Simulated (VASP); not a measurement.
# ZrO2 (Cubic zirconia) (Fm-3m) in VASP: further runs

ZrO2 (Cubic zirconia) is run at these levels: PBE; tasks: single point.

All numbers are computed with VASP 6.6.1; they aren't measurements. Logs are shortened: lines on timing, memory, paths and dates and some standing lists are left out, and cuts for length are marked.

### Step 1. The cell of the first run

Symmetry: Fm-3m, No. 225, cubic system. Conventional cell: a = 4.749 Å, b = 4.749 Å, c = 4.749 Å, α = 90.00°, β = 90.00°, γ = 90.00°. Zr (site symmetry m-3m) has 8 O at 2.06 Å within 2.7 Å. O (site symmetry -43m) has 4 Zr at 2.06 Å and 6 O at 2.37 Å within 2.7 Å.

### Step 2. Single point, PBE (volume scaled by 0.800)

Contents of INCAR:

```
SYSTEM = ZrO2
PREC = Accurate
ENCUT = 600
EDIFF = 1E-6
ISMEAR = 0
SIGMA = 0.05
LREAL = .FALSE.
LASPH = .TRUE.
NELM = 120
ALGO = Normal
ISIF = 2
LWAVE = .FALSE.
LCHARG = .FALSE.
GGA = PE
NBANDS = 19
GGA_COMPAT = .FALSE.
```

Contents of KPOINTS:

```
Automatic mesh
0
G
  8 8 8
  0 0 0
```

Contents of POSCAR:

```
ZrO2
1.0
    0.0000000000      2.3745124532      2.3745124532
    2.3745124532      0.0000000000      2.3745124532
    2.3745124532      2.3745124532      0.0000000000
Zr O
1 2
Direct
    0.0000000000      0.0000000000      0.0000000000
    0.2500000000      0.2500000000      0.2500000000
    0.7500000000      0.7500000000      0.7500000000
```

Potentials or basis: VASP PAW PBE potentials, release 64 (Zr_sv, O).

The run is started by

```console
$ cat potpaw_PBE.64/Zr_sv/POTCAR potpaw_PBE.64/O/POTCAR > POTCAR
$ mpirun -np 1 vasp_std > vasp.out
```

OUTCAR:

```text
SYSTEM = ZrO2
   PREC = Accurate
   ENCUT = 600
   EDIFF = 1E-6
   ISMEAR = 0
   LREAL = .FALSE.
   LASPH = .TRUE.
   NELM = 120
   ISIF = 2
   GGA = PE

 ion  position               nearest neighbor table
   1  0.000  0.000  0.000-   2 2.06   3 2.06   3 2.06   3 2.06   3 2.06   2 2.06   2 2.06   2 2.06

   2  0.250  0.250  0.250-   1 2.06   1 2.06   1 2.06   1 2.06
   3  0.750  0.750  0.750-   1 2.06   1 2.06   1 2.06   1 2.06

  LATTYP: Found a face centered cubic cell.
 ALAT       =     4.7490249064

  Lattice vectors:

 A1 = (   0.0000000000,   2.3745124532,   2.3745124532)
 A2 = (   2.3745124532,   0.0000000000,   2.3745124532)
 A3 = (   2.3745124532,   2.3745124532,   0.0000000000)

Analysis of symmetry for initial positions (statically):
=====================================================================
 Subroutine PRICEL returns:
 Original cell was already a primitive cell.

 Routine SETGRP: Setting up the symmetry group for a
 face centered cubic supercell.

 Subroutine GETGRP returns: Found 48 space group operations
 (whereof 48 operations were pure point group operations)
 out of a pool of 48 trial point group operations.

The static configuration has the point symmetry O_h .

Analysis of symmetry for dynamics (positions and initial velocities):
=====================================================================
 Subroutine PRICEL returns:
 Original cell was already a primitive cell.

 Routine SETGRP: Setting up the symmetry group for a
 face centered cubic supercell.

 Subroutine GETGRP returns: Found 48 space group operations
 (whereof 48 operations were pure point group operations)
 out of a pool of 48 trial point group operations.

The dynamic configuration has the point symmetry O_h .

 Subroutine INISYM returns: Found 48 space group operations
 (whereof 48 operations are pure point group operations),
 and found     1 'primitive' translations

----------------------------------------------------------------------------------------

                                     Primitive cell

  volume of cell :      26.7765

  direct lattice vectors                    reciprocal lattice vectors
     0.000000000  2.374512453  2.374512453    -0.210569542  0.210569542  0.210569542
     2.374512453  0.000000000  2.374512453     0.210569542 -0.210569542  0.210569542
     2.374512453  2.374512453  0.000000000     0.210569542  0.210569542 -0.210569542

  length of vectors
     3.358067715  3.358067715  3.358067715     0.364717145  0.364717145  0.364717145

  position of ions in fractional coordinates (direct lattice)
     0.000000000  0.000000000  0.000000000
     0.250000000  0.250000000  0.250000000
     0.750000000  0.750000000  0.750000000

  ion indices of the primitive-cell ions
   primitive index   ion index
                 1           1
                 2           2
                 3           3

----------------------------------------------------------------------------------------

 KPOINTS: Automatic mesh

Automatic generation of k-mesh.
 Grid dimensions read from file:
 generate k-points for:    8    8    8

 Generating k-lattice:

  Cartesian coordinates                     Fractional coordinates (reciprocal lattice)
    -0.026321193  0.026321193  0.026321193     0.125000000  0.000000000  0.000000000
     0.026321193 -0.026321193  0.026321193     0.000000000  0.125000000  0.000000000
     0.026321193  0.026321193 -0.026321193     0.000000000  0.000000000  0.125000000

  Length of vectors
     0.045589643  0.045589643  0.045589643

  Shift w.r.t. Gamma in fractional coordinates (k-lattice)
     0.000000000  0.000000000  0.000000000

 Subroutine IBZKPT returns following result:
 ===========================================

 Found     29 irreducible k-points:

 Following reciprocal coordinates:
            Coordinates               Weight
  0.000000  0.000000  0.000000      1.000000
  0.125000  0.000000  0.000000      8.000000
  0.250000  0.000000  0.000000      8.000000
  0.375000  0.000000  0.000000      8.000000
  0.500000  0.000000  0.000000      4.000000
  0.125000  0.125000  0.000000      6.000000
[... 16 lines left out ...]
  0.500000  0.250000  0.125000     48.000000
 -0.375000  0.250000  0.125000     24.000000
 [... further k-points ...]
   k-points           NKPTS =     29   k-points in BZ     NKDIM =     29   number of bands    NBANDS=     19
   number of dos      NEDOS =    301   number of ions     NIONS =      3
   total plane-waves  NPLWV =  21952
   dimension x,y,z NGX =    28 NGY =   28 NGZ =   28
   dimension x,y,z NGXF=    56 NGYF=   56 NGZF=   56
   ions per type =               1   2
   NGX,Y,Z   is equivalent  to a cutoff of  13.86, 13.86, 13.86 a.u.
   NGXF,Y,Z  is equivalent  to a cutoff of  27.72, 27.72, 27.72 a.u.
 SYSTEM =  ZrO2
   PREC   = accura    normal or accurate (medium, high low for compatibility)
   ISTART =      0    job   : 0-new  1-cont  2-samecut
   ICHARG =      2    charge: 1-file 2-atom 10-const
   ISPIN  =      1    spin polarized calculation?
   LNONCOLLINEAR =      F non collinear calculations
   LSORBIT =      F    spin-orbit coupling
   LASPH  =      T    aspherical Exc in radial PAW
   ENCUT  =  600.0 eV  44.10 Ry    6.64 a.u.   6.71  6.71  6.71*2*pi/ulx,y,z
   NELM   =    120;   NELMIN=  2; NELMDL= -5     # of ELM steps
   EDIFF  = 0.1E-05   stopping-criterion for ELM
   LREAL  =      F    real-space projection
   EDIFFG = 0.1E-04   stopping-criterion for IOM
   NSW    =      0    number of steps for IOM
   IBRION =     -1    ionic relax: 0-MD 1-quasi-New 2-CG
   NFREE  =      0    steps in history (QN), initial steepest desc. (CG)
   ISIF   =      2    stress and relaxation
   ISYM   =      2    0-nonsym 1-usesym 2-fastsym
   POTIM  = 0.5000    time-step for ionic-motion
   TEBEG  =    0.0;   TEEND  =   0.0 temperature during run
   PSTRESS=    0.0 pullay stress
   NELECT =      24.0000    total number of electrons
   NUPDOWN=      -1.0000    fix difference up-down
   EMIN   =  10.00;   EMAX   =-10.00  energy-range for DOS
   EFERMI =   0.00;   METHOD = LEGACY
   ISMEAR =     0;   SIGMA  =   0.05  broadening in eV -4-tet -1-fermi 0-gaus
   EFERMI_NEDOS =   21; number of points for ismear=-14 and -15
   IALGO  =     38    algorithm
   IMIX   =      4    mixing-type and parameters
     AMIX     =   0.40;   BMIX     =  1.00
     AMIX_MAG =   1.60;   BMIX_MAG =  1.00
  volume/ion in A,a.u.               =       8.93        60.23
  Fermi-wavevector in a.u.,A,eV,Ry     =   1.578438  2.982815 33.898450  2.491466
  Thomas-Fermi vector in A             =   2.678969
   LORBIT       =      0    0 simple, 1 ext, 2 COOP (PROOUT), +10 PAW based schemes
   GGA     = PE    functional components
   LHFCALC =     F    Hartree Fock is set to
   AEXX    =    0.0000 exact exchange contribution
   IVDW    =     0    specifies the selected vdW correction
   LEPSILON=     F    determine dielectric tensor
   LRPA    =     F    only Hartree local field effects (RPA)
 non-spin polarized calculation
 Gauss-broadening in eV      SIGMA  =   0.05
  energy-cutoff  :      600.00
  volume of cell :       26.78
 maximum number of plane-waves:       911
   NGX = 13   NGY = 13   NGZ = 13

 number of electron      23.9999995 magnetization

 Free energy of the ion-electron system (eV)
  ---------------------------------------------------
  ext. energy  EPLUGINS =         0.00000000
  ---------------------------------------------------
  free energy    TOTEN  =       -27.09155515 eV

  energy without entropy =      -27.09155515  energy(sigma->0) =      -27.09155515

 E-fermi :  10.1245     XC(G=0): -12.9442

 val. band max:        9.7778085726   @ k =   0.5000   0.5000   0.0000
 cond. band min:      13.6585590945   @ k =   0.0000   0.0000   0.0000
 fundamental gap:      3.8807505219
 Fermi energy:        10.1244996889

 k-point     1 :       0.0000    0.0000    0.0000
  band No.  band energies     occupation
      1     -37.4038      2.00000
      2     -15.2072      2.00000
      3     -15.2072      2.00000
      4     -15.2072      2.00000
      5      -9.4071      2.00000
      6      -6.1020      2.00000
[... 11 lines left out ...]
     18      21.9202      0.00000
     19      26.0053      0.00000

 k-point     2 :       0.1250    0.0000    0.0000
  band No.  band energies     occupation
      1     -37.3838      2.00000
      2     -15.5149      2.00000
      3     -15.2319      2.00000
      4     -15.2319      2.00000
      5      -8.9951      2.00000
      6      -6.3532      2.00000
[... 11 lines left out ...]
     18      21.5627      0.00000
     19      25.9606      0.00000

 k-point     3 :       0.2500    0.0000    0.0000
  band No.  band energies     occupation
      1     -37.3351      2.00000
      2     -16.1385      2.00000
      3     -15.2905      2.00000
      4     -15.2905      2.00000
      5      -8.3135      2.00000
      6      -6.6139      2.00000
[... 11 lines left out ...]
     18      21.0280      0.00000
     19      25.6039      0.00000

 k-point     4 :       0.3750    0.0000    0.0000
  band No.  band energies     occupation
      1     -37.2859      2.00000
      2     -16.6582      2.00000
      3     -15.3479      2.00000
      4     -15.3479      2.00000
      5      -8.2771      2.00000
      6      -6.1586      2.00000
[... 11 lines left out ...]
     18      20.6334      0.00000
     19      26.3112      0.00000

 k-point     5 :       0.5000    0.0000    0.0000
  band No.  band energies     occupation
      1     -37.2653      2.00000
      2     -16.8530      2.00000
      3     -15.3715      2.00000
      4     -15.3715      2.00000
      5      -8.3841      2.00000
      6      -5.8211      2.00000
[... 11 lines left out ...]
     18      20.6223      0.00000
     19      27.2638      0.00000

 k-point     6 :       0.1250    0.1250    0.0000
  band No.  band energies     occupation
      1     -37.3771      2.00000
      2     -15.5552      2.00000
      3     -15.2699      2.00000
      4     -15.2699      2.00000
      5      -8.8407      2.00000
      6      -6.4556      2.00000
[... 11 lines left out ...]
     18      21.5687      0.00000
     19      26.0277      0.00000

 k-point     7 :       0.2500    0.1250    0.0000
  band No.  band energies     occupation
      1     -37.3381      2.00000
      2     -16.0182      2.00000
      3     -15.3450      2.00000
      4     -15.3377      2.00000
      5      -8.1562      2.00000
      6      -6.8019      2.00000
[... 11 lines left out ...]
     18      21.1952      0.00000
     19      26.1723      0.00000

 k-point     8 :       0.3750    0.1250    0.0000
  band No.  band energies     occupation
      1     -37.2889      2.00000
      2     -16.5070      2.00000
      3     -15.4669      2.00000
      4     -15.3949      2.00000
      5      -7.9091      2.00000
      6      -6.5500      2.00000
[... 256 lines left out ...]
 k-point    20 :      -0.3750    0.3750    0.0000
  band No.  band energies     occupation
      1     -37.2233      2.00000
      2     -16.6536      2.00000
      3     -16.0899      2.00000
      4     -15.5406      2.00000
      5      -7.3941      2.00000
      6      -6.2440      2.00000
[... 11 lines left out ...]
     18      23.4565      0.00000
     19      27.3181      0.00000

 k-point    21 :       0.5000    0.5000    0.0000
  band No.  band energies     occupation
      1     -37.2196      2.00000
      2     -16.9744      2.00000
      3     -15.6209      2.00000
      4     -15.6209      2.00000
      5      -7.9593      2.00000
      6      -5.7418      2.00000
[... 11 lines left out ...]
     18      25.4026      0.00000
     19      26.0157      0.00000

 k-point    22 :       0.3750    0.2500    0.1250
  band No.  band energies     occupation
      1     -37.2987      2.00000
      2     -16.3236      2.00000
      3     -15.5748      2.00000
      4     -15.3698      2.00000
      5      -7.4878      2.00000
      6      -7.0781      2.00000
[... 11 lines left out ...]
     18      21.5128      0.00000
     19      26.8294      0.00000

 k-point    23 :       0.5000    0.2500    0.1250
  band No.  band energies     occupation
      1     -37.2590      2.00000
      2     -16.5620      2.00000
      3     -15.8124      2.00000
      4     -15.4365      2.00000
      5      -7.4573      2.00000
      6      -6.6349      2.00000
[... 11 lines left out ...]
     18      21.9684      0.00000
     19      27.2596      0.00000

 k-point    24 :      -0.3750    0.2500    0.1250
  band No.  band energies     occupation
      1     -37.2424      2.00000
      2     -16.6483      2.00000
      3     -15.9122      2.00000
      4     -15.4687      2.00000
      5      -7.5528      2.00000
      6      -6.3178      2.00000
[... 11 lines left out ...]
     18      21.7566      0.00000
     19      27.7929      0.00000

 [... further k-points ...]

------------------------ aborting loop because EDIFF is reached ----------------------------------------

  FORCE on cell =-STRESS in cart. coord.  units (eV):
  Direction    XX          YY          ZZ          XY          YZ          ZX
  --------------------------------------------------------------------------------------
  -------------------------------------------------------------------------------------
  Total       14.1267840     14.1267840     14.1267840     -0.0000000      0.0000000      0.0000000
  in kB      845.2798894    845.2798894    845.2798894     -0.0000000      0.0000000      0.0000000
  external PRESSURE =     845.2798894 kB  Pullay stress =       0.0000000 kB

 VOLUME and BASIS-vectors are now :
 -----------------------------------------------------------------------------
  energy-cutoff  :      600.00
  volume of cell :       26.78
      direct lattice vectors                 reciprocal lattice vectors
     0.000000000  2.374512453  2.374512453    -0.210569542  0.210569542  0.210569542
     2.374512453  0.000000000  2.374512453     0.210569542 -0.210569542  0.210569542
     2.374512453  2.374512453  0.000000000     0.210569542  0.210569542 -0.210569542

 POSITION                                       TOTAL-FORCE (eV/Angst)
 -----------------------------------------------------------------------------------
      0.00000      0.00000      0.00000         0.000000      0.000000      0.000000
      1.18726      1.18726      1.18726         0.000000      0.000000     -0.000000
      3.56177      3.56177      3.56177        -0.000000     -0.000000      0.000000
 -----------------------------------------------------------------------------------
    total drift:                                0.000000      0.000000      0.000000

  FREE ENERGIE OF THE ION-ELECTRON SYSTEM (eV)
  ---------------------------------------------------
  free  energy   TOTEN  =       -27.0915551479 eV

  energy  without entropy=      -27.0915551479  energy(sigma->0) =      -27.09155515
```

Wall time 27 s (1 thread of Intel Xeon 8259CL, shared host); peak memory 0.16 GiB.

What came out:

- Free energy: -27.0916 eV
- Pressure: 84.5 GPa
- Band gap on the k mesh: 3.88 eV, indirect (least direct gap 4.49 eV)

(Continued in part 2 of 2.)
